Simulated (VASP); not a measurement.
# BeS (Fm-3m) in VASP: further runs

The runs below take BeS through dielectric tensor, with PBE, r2SCAN.

Everything below comes from runs of VASP 6.6.1. Logs are shortened: lines on timing, memory, paths and dates and some standing lists are left out, and cuts for length are marked.

## 1. The cell of the first run

It takes space group Fm-3m (No. 225, cubic). Conventional cell: a = 4.635 Å, b = 4.635 Å, c = 4.635 Å, α = 90.00°, β = 90.00°, γ = 90.00°. Within 3.1 Å of Be (site symmetry m-3m) lie 6 S at 2.32 Å. S (site symmetry m-3m) has 6 Be at 2.32 Å within 3.1 Å.

## 2. Dielectric tensor, PBE

File INCAR:

```
  PREC = Accurate
  ENCUT = 520
  EDIFF = 1E-8
  ISMEAR = 0
  SIGMA = 0.01
  LREAL = False
  LASPH = True
  NELM = 60
  ALGO = Normal
  ISIF = 2
  LWAVE = False
  LCHARG = False
  GGA = PE
  LEPSILON = True
```

File KPOINTS:

```
regular mesh
0
Gamma
  8 8 8
```

File POSCAR:

```
BeS
1.0
    0.0000000000      2.3172971938      2.3172971938
    2.3172971938      0.0000000000      2.3172971938
    2.3172971938      2.3172971938      0.0000000000
Be S
1 1
Direct
    0.0000000000      0.0000000000      0.0000000000
    0.5000000000      0.5000000000      0.5000000000
```

Potentials or basis: VASP PAW PBE potentials, release 64 (Be, S).

On the command line:

```bash
$ cat potpaw_PBE.64/Be/POTCAR potpaw_PBE.64/S/POTCAR > POTCAR
$ mpirun -np 1 vasp_std > vasp.out
```

OUTCAR:

```text
PREC = Accurate
   ENCUT = 520
   EDIFF = 1E-8
   ISMEAR = 0
   LREAL = False
   LASPH = True
   NELM = 60
   ISIF = 2
   GGA = PE
   LEPSILON = True

 ion  position               nearest neighbor table
   1  0.000  0.000  0.000-   2 2.32   2 2.32   2 2.32   2 2.32   2 2.32   2 2.32
   2  0.500  0.500  0.500-   1 2.32   1 2.32   1 2.32   1 2.32   1 2.32   1 2.32

  LATTYP: Found a face centered cubic cell.
 ALAT       =     4.6345943876

  Lattice vectors:

 A1 = (   0.0000000000,   2.3172971938,   2.3172971938)
 A2 = (   2.3172971938,   0.0000000000,   2.3172971938)
 A3 = (   2.3172971938,   2.3172971938,   0.0000000000)

Analysis of symmetry for initial positions (statically):
=====================================================================
 Subroutine PRICEL returns:
 Original cell was already a primitive cell.

 Routine SETGRP: Setting up the symmetry group for a
 face centered cubic supercell.

 Subroutine GETGRP returns: Found 48 space group operations
 (whereof 48 operations were pure point group operations)
 out of a pool of 48 trial point group operations.

The static configuration has the point symmetry O_h .

Analysis of symmetry for dynamics (positions and initial velocities):
=====================================================================
 Subroutine PRICEL returns:
 Original cell was already a primitive cell.

 Routine SETGRP: Setting up the symmetry group for a
 face centered cubic supercell.

 Subroutine GETGRP returns: Found 48 space group operations
 (whereof 48 operations were pure point group operations)
 out of a pool of 48 trial point group operations.

The dynamic configuration has the point symmetry O_h .

 Subroutine INISYM returns: Found 48 space group operations
 (whereof 48 operations are pure point group operations),
 and found     1 'primitive' translations

----------------------------------------------------------------------------------------

                                     Primitive cell

  volume of cell :      24.8872

  direct lattice vectors                    reciprocal lattice vectors
     0.000000000  2.317297194  2.317297194    -0.215768612  0.215768612  0.215768612
[... 416 lines left out ...]
     2.317297194  2.317297194  0.000000000     0.215768612  0.215768612 -0.215768612

 POSITION                                       TOTAL-FORCE (eV/Angst)
 -----------------------------------------------------------------------------------
      0.00000      0.00000      0.00000        -0.000000     -0.000000      0.000000
      2.31730      2.31730      2.31730         0.000000      0.000000      0.000000
 -----------------------------------------------------------------------------------
    total drift:                               -0.000000     -0.000000      0.000000

  FREE ENERGIE OF THE ION-ELECTRON SYSTEM (eV)
  ---------------------------------------------------
  free  energy   TOTEN  =        -8.8926545891 eV

  energy  without entropy=       -8.8926545891  energy(sigma->0) =       -8.89265459

 HEAD OF MICROSCOPIC STATIC DIELECTRIC TENSOR (INDEPENDENT PARTICLE, excluding Hartree and local field effects)
 ------------------------------------------------------
          10.185210    -0.000000     0.000000
          -0.000000    10.185210     0.000000
          -0.000000    -0.000000    10.185210
 ------------------------------------------------------

 Free energy of the ion-electron system (eV)
  ---------------------------------------------------
  ---------------------------------------------------
  free energy    TOTEN  =        -0.61963042 eV

  energy without entropy =       -0.61963042

------------------------ aborting loop because EDIFF is reached ----------------------------------------

--------------------------------------- Ionic step        2  -------------------------------------------

------------------------ aborting loop because EDIFF is reached ----------------------------------------

--------------------------------------- Ionic step        3  -------------------------------------------

 Free energy of the ion-electron system (eV)
  ---------------------------------------------------
  ---------------------------------------------------
  free energy    TOTEN  =        -0.61963039 eV

  energy without entropy =       -0.61963039

------------------------ aborting loop because EDIFF is reached ----------------------------------------

 PIEZOELECTRIC TENSOR FIELD DIRECTION 3  (e Angst)
 -----------------------------------------------------------------------------
     0.00115  0.00000  0.00000           (  0.00001  0.00000  0.00000)
     0.00000  0.00115 -0.00000           (  0.00000  0.00001  0.00000)
     0.00000 -0.00000 -0.00402           (  0.00000  0.00000 -0.00001)

 PIEZOELECTRIC TENSOR FIELD DIRECTION 3  (C/m^2)
 -----------------------------------------------------------------------------
     0.00074  0.00000  0.00000
     0.00000  0.00074 -0.00000
     0.00000 -0.00000 -0.00259

 MACROSCOPIC STATIC DIELECTRIC TENSOR (including local field effects in DFT)
 ------------------------------------------------------
           9.356481    -0.000000     0.000000
           0.000000     9.356481     0.000000
           0.000000    -0.000000     9.356481
 ------------------------------------------------------

 PIEZOELECTRIC TENSOR (including local field effects)  for field in x, y, z        (e  Angst)
          XX          YY          ZZ          XY          YZ          ZX
  --------------------------------------------------------------------------------
  x     0.00000     0.00000     0.00000     0.00000     0.00000     0.00000
  y     0.00000     0.00000     0.00000     0.00000     0.00000     0.00000
  z     0.00000     0.00000     0.00000     0.00000     0.00000     0.00000

 PIEZOELECTRIC TENSOR (including local field effects)  for field in x, y, z        (C/m^2)
          XX          YY          ZZ          XY          YZ          ZX
  --------------------------------------------------------------------------------
  x     0.00000     0.00000     0.00000     0.00000     0.00000     0.00000
  y     0.00000     0.00000     0.00000     0.00000     0.00000     0.00000
  z     0.00000     0.00000     0.00000     0.00000     0.00000     0.00000

 BORN EFFECTIVE CHARGES (including local field effects) (in |e|, cummulative output)
 ---------------------------------------------------------------------------------
 ion    1
    1     2.93933     0.00000    -0.00000
    2     0.00000     2.93933    -0.00000
    3     0.00000    -0.00000     2.93933
 ion    2
    1    -2.93933    -0.00000     0.00000
    2    -0.00000    -2.93933     0.00000
    3     0.00000     0.00000    -2.93933
```

OSZICAR:

```text
N       E                     dE             d eps       ncg     rms          rms(c)
DAV:   1     0.215289936565E+02    0.21529E+02   -0.41696E+03   464   0.872E+02
[... 13 lines left out ...]
RMM:   7    -0.619550476111E+00   -0.52361E-03   -0.15156E-05  1600   0.274E-02    0.356E-03
RMM:   8    -0.619615286786E+00   -0.64811E-04   -0.77804E-07  1601   0.624E-03    0.273E-03
RMM:   9    -0.619624041762E+00   -0.87550E-05   -0.19650E-08  1645   0.196E-03    0.315E-04
RMM:  10    -0.619630606822E+00   -0.65651E-05    0.15292E-07  1629   0.566E-04    0.165E-04
RMM:  11    -0.619630420655E+00    0.18617E-06    0.21503E-07  1585   0.178E-04    0.107E-05
RMM:  12    -0.619630487115E+00   -0.66459E-07    0.66405E-08   740   0.373E-05    0.118E-05
RMM:  13    -0.619630392856E+00    0.94259E-07    0.33105E-08   504   0.396E-05    0.583E-06
```

Run time: 42 s. Hardware: 1 thread of AMD EPYC 9R45 (Zen 5), shared host; peak memory 0.13 GiB.

Results:

* Band gap on the k mesh: 1.00 eV (least direct gap 4.15 eV)
* Electronic dielectric tensor (diagonal): 9.36
* Born charges (mean of the diagonal): Be +2.94; S -2.94 e

Electronic dielectric tensor:
```
9.36 0.00 0.00
0.00 9.36 0.00
0.00 0.00 9.36
```

Born effective charge tensors (e):
atom 1, Be
```
2.94 0.00 0.00
0.00 2.94 0.00
0.00 0.00 2.94
```
atom 2, S
```
-2.94  0.00  0.00
 0.00 -2.94  0.00
 0.00  0.00 -2.94
```

## 3. Dielectric tensor, r2SCAN

File INCAR:

```
SYSTEM = BeS
  PREC = Accurate
  ENCUT = 520
  EDIFF = 1E-8
  ISMEAR = 0
  SIGMA = 0.01
  LREAL = .False.
  LASPH = .True.
  NELM = 100
  ALGO = Normal
  ISIF = 2
  LWAVE = .False.
  LCHARG = .False.
  METAGGA = R2SCAN
  LMIXTAU = .True.
  LCALCEPS = .True.
```

File KPOINTS:

```
regular mesh
0
Gamma
  8 8 8
  0 0 0
```

POSCAR is that of step 2.

Potentials or basis: VASP PAW PBE potentials, release 64 (Be, S).

On the command line:

```bash
$ cat potpaw_PBE.64/Be/POTCAR potpaw_PBE.64/S/POTCAR > POTCAR
$ mpirun -np 1 vasp_std > vasp.out
```

OUTCAR:

```text
SYSTEM = BeS
   PREC = Accurate
   ENCUT = 520
   EDIFF = 1E-8
   ISMEAR = 0
   LREAL = .False.
   LASPH = .True.
   NELM = 100
   ISIF = 2
   METAGGA = R2SCAN

 ion  position               nearest neighbor table
   1  0.000  0.000  0.000-   2 2.32   2 2.32   2 2.32   2 2.32   2 2.32   2 2.32
   2  0.500  0.500  0.500-   1 2.32   1 2.32   1 2.32   1 2.32   1 2.32   1 2.32

  LATTYP: Found a face centered cubic cell.
 ALAT       =     4.6345943876

  Lattice vectors:

 A1 = (   0.0000000000,   2.3172971938,   2.3172971938)
 A2 = (   2.3172971938,   0.0000000000,   2.3172971938)
 A3 = (   2.3172971938,   2.3172971938,   0.0000000000)

Analysis of symmetry for initial positions (statically):
=====================================================================
 Subroutine PRICEL returns:
 Original cell was already a primitive cell.

 Routine SETGRP: Setting up the symmetry group for a
 face centered cubic supercell.

[... 462 lines left out ...]
  z     0.00000     0.00000     0.00000     0.00000     0.00000     0.00000

 PIEZOELECTRIC TENSOR (including local field effects) (C/m^2)
          XX          YY          ZZ          XY          YZ          ZX
  --------------------------------------------------------------------------------
  x     0.00000     0.00000     0.00000     0.00000     0.00000     0.00000
  y     0.00000     0.00000     0.00000     0.00000     0.00000     0.00000
  z     0.00000     0.00000     0.00000     0.00000     0.00000     0.00000

 BORN EFFECTIVE CHARGES (including local field effects) (in |e|, cummulative output)
 ---------------------------------------------------------------------------------
 ion    1
    1     2.90310     0.00000    -0.00000
    2     0.00000     2.90310     0.00000
    3    -0.00000     0.00000     2.90310
 ion    2
    1    -2.90310    -0.00000     0.00000
    2    -0.00000    -2.90310    -0.00000
    3     0.00000    -0.00000    -2.90310

  FORCE on cell =-STRESS in cart. coord.  units (eV):
  Direction    XX          YY          ZZ          XY          YZ          ZX
  --------------------------------------------------------------------------------------
  -------------------------------------------------------------------------------------
  Total       -0.0197212     -0.0197212     -0.0197212     -0.0000000      0.0000000      0.0000000
  in kB       -1.2696037     -1.2696037     -1.2696037     -0.0000000      0.0000000      0.0000000
  external PRESSURE =      -1.2696037 kB  Pullay stress =       0.0000000 kB

 VOLUME and BASIS-vectors are now :
 -----------------------------------------------------------------------------
  energy-cutoff  :      520.00
  volume of cell :       24.89
      direct lattice vectors                 reciprocal lattice vectors
     0.000000000  2.317297194  2.317297194    -0.215768612  0.215768612  0.215768612
     2.317297194  0.000000000  2.317297194     0.215768612 -0.215768612  0.215768612
     2.317297194  2.317297194  0.000000000     0.215768612  0.215768612 -0.215768612

 POSITION                                       TOTAL-FORCE (eV/Angst)
 -----------------------------------------------------------------------------------
      0.00000      0.00000      0.00000        -0.000000      0.000000     -0.000000
      2.31730      2.31730      2.31730         0.000000     -0.000000      0.000000
 -----------------------------------------------------------------------------------
    total drift:                               -0.000000     -0.000000      0.000000

  FREE ENERGIE OF THE ION-ELECTRON SYSTEM (eV)
  ---------------------------------------------------
  free  energy   TOTEN  =       -13.5508184421 eV

  energy  without entropy=      -13.5508184421  energy(sigma->0) =      -13.55081844
```

OSZICAR:

```text
N       E                     dE             d eps       ncg     rms          rms(c)
DAV:   1     0.165731990839E+02    0.16573E+02   -0.43121E+03   464   0.897E+02
DAV:   2    -0.144083215723E+02   -0.30982E+02   -0.30641E+02   672   0.132E+02
[... 13 lines left out ...]
DMP:   9    -0.135508183338E+02   -0.55226E-07   -0.65514E-07  1200   0.170E-06  -0.122E-07
DMP:  10    -0.135508183724E+02   -0.38639E-07   -0.46923E-07  1200   0.102E-06   0.299E-07
DMP:  11    -0.135508184031E+02   -0.30634E-07   -0.29157E-07  1200   0.539E-07   0.366E-07
DMP:  12    -0.135508184227E+02   -0.19648E-07   -0.17161E-07  1200   0.294E-07   0.261E-07
DMP:  13    -0.135508184347E+02   -0.12049E-07   -0.10206E-07  1200   0.164E-07   0.176E-07
DMP:  14    -0.135508184421E+02   -0.73959E-08   -0.58086E-08  1200   0.860E-08   0.114E-07
   1 F= -.13550818E+02 E0= -.13550818E+02  d E =-.565799E-15
```

stdout:

```text
POSCAR found type information on POSCAR BeS
 POSCAR found :  2 types and       2 ions
 scaLAPACK will be used
 -----------------------------------------------------------------------------
[... 111 lines left out ...]
 p_tot=( -0.139E+02 -0.139E+02 -0.139E+02 )
dp_tot=(  0.257E-05  0.973E-02  0.256E-05 )  diag[e(oo)]=(    ---    8.07422    ---   )
 p_tot=( -0.139E+02 -0.139E+02 -0.139E+02 )
dp_tot=(  0.256E-05  0.970E-02  0.256E-05 )  diag[e(oo)]=(    ---    8.05065    ---   )
 final diagonalization full
 p_tot=( -0.139E+02 -0.139E+02 -0.139E+02 )
dp_tot=(  0.255E-05  0.967E-02  0.255E-05 )  diag[e(oo)]=(    ---    8.02785    ---   )
 -----------------------------------------------------------------
```

Run time: 16 min. Hardware: 1 thread of AMD EPYC 9R45 (Zen 5), shared host; peak memory 0.24 GiB.

Results:

- Band gap on the k mesh: 1.35 eV (least direct gap 4.60 eV)
- Electronic dielectric tensor (diagonal): 8.03
- Born charges (mean of the diagonal): Be +2.90; S -2.90 e

Levels at points of the mesh, in eV from the valence-band top:
```csv
k point,band 2,band 3,band 4,band 5,band 6,band 7
"(0.00, 0.00, 0.00)",-0.26,-0.26,-0.26,6.21,9.39,9.39
"(0.50, 0.00, 0.00)",-7.43,-0.53,-0.53,4.49,4.49,4.85
"(0.50, 0.50, 0.00)",-6.94,-3.25,-3.25,1.35,4.86,12.98
```

Electronic dielectric tensor:
```
8.03 0.00 0.00
0.00 8.03 0.00
0.00 0.00 8.03
```

Born effective charge tensors (e):
atom 1, Be
```
2.90 0.00 0.00
0.00 2.90 0.00
0.00 0.00 2.90
```
atom 2, S
```
-2.90  0.00  0.00
 0.00 -2.90  0.00
 0.00  0.00 -2.90
```

Dipole moments of the cell (e·Å, modulo the quantum): ionic -13.904, -13.904, -13.904; electronic 0.000, 0.000, 0.010

Caveat: the PAW data sets were made with another functional, which shifts forces and pressure a little.
